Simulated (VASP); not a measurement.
Here is a VASP 6.6.1 calculation.

The input INCAR:

```
PREC = Accurate
ENCUT = 520
EDIFF = 1E-7
ISMEAR = -1
SIGMA = 0.05
LREAL = F
LASPH = T
NELM = 80
ALGO = Normal
ISIF = 2
LWAVE = F
LCHARG = F
GGA = PE
NBANDS = 12
```

The input KPOINTS:

```
Automatic mesh
0
Gamma
  11 11 11
```

POSCAR

```
Ag
1.0
    0.0000000000      2.0427500000      2.0427500000
    2.0427500000      0.0000000000      2.0427500000
    2.0427500000      2.0427500000      0.0000000000
Ag
1
Direct
    0.0000000000      0.0000000000      0.0000000000
```

Potentials or basis: VASP PAW PBE potentials, release 64 (Ag).

Command:

```sh
$ cat potpaw_PBE.64/Ag/POTCAR > POTCAR
$ mpirun -np 1 vasp_std > vasp.out
```

**Question.** Estimate the pressure.

**Answer.** 4.3 GPa.
